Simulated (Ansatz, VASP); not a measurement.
SiC in VASP and in Ansatz

The input INCAR:

```
  PREC = Accurate
  ENCUT = 600
  EDIFF = 1E-7
  ISMEAR = 0
  SIGMA = 0.1
  LREAL = F
  LASPH = T
  NELM = 100
  ALGO = Normal
  ISIF = 3
  LWAVE = F
  LCHARG = F
  GGA = PE
  IBRION = 2
  NSW = 90
  EDIFFG = -0.04
```

File KPOINTS:

```
regular mesh
0
Gamma
  6 6 4
```

Contents of POSCAR:

```
SiC
1.0
    3.2192064630      0.0000000000      0.0000000000
    0.0000000000      3.2192064630      0.0000000000
    0.0000000000      0.0000000000      4.0677472970
Si C
2 2
Direct
    0.0000000000      0.5000000000      0.2351000000
    0.5000000000      0.0000000000      0.7649000000
    0.0000000000      0.0000000000      0.0000000000
    0.5000000000      0.5000000000      0.0000000000
```

Input for Ansatz:

```yaml
crystal:
  lattice:
    - [3.219206463, 0.0, 0.0]
    - [0.0, 3.219206463, 0.0]
    - [0.0, 0.0, 4.067747297]
  atoms:
    - { symbol: Si, position: [0.0, 0.5, 0.2351] }
    - { symbol: Si, position: [0.5, 0.0, 0.7649] }
    - { symbol: C, position: [0.0, 0.0, 0.0] }
    - { symbol: C, position: [0.5, 0.5, 0.0] }
basis:
  ecutwfc: 420
kpoints:
  mp_grid: { grid: [6, 6, 4] }
hamiltonian:
  xc: pbe
scf:
  occupations: { method: gaussian, width: 0.1 }
  lower_state_search: "off"
output:
  forces: true
  stress: true
  eigenvalues: true
relax:
  adjacent_minimum: "off"
  f_tol: 0.04
  max_steps: 70
  cell: { stress_tol: 0.4 }
```

Alike in both runs: task relaxation of cell and atoms; functional PBE; k mesh 6 × 6 × 4; occupations gaussian, width 0.1 eV; no spin polarisation.

|  | VASP | Ansatz |
| --- | --- | --- |
| version | VASP 6.6.1 | Ansatz 0.2.0 |
| potentials or method | VASP PAW PBE potentials, release 64 (Si, C), cutoff 600 eV | scalar-relativistic, plane waves, PAW |
| valence electrons in the cell | 16 | 16 |

```tsv
	VASP	Ansatz	Ansatz less VASP
gap on the k mesh at the Fermi level, each at its own relaxed structure (eV)	none	none	-
relaxed volume (Å³/atom)	11.69	10.93	-0.757
relaxed cell length with the largest relative difference (Å)	3.259	3.134	-0.1241
```

A gap of «none» marks a metal or a gap that the smearing closes. One of these differences is far larger than is usual between the two programs; its cause wasn't traced.

The k mesh is coarse, so the values compare programs but aren't converged.
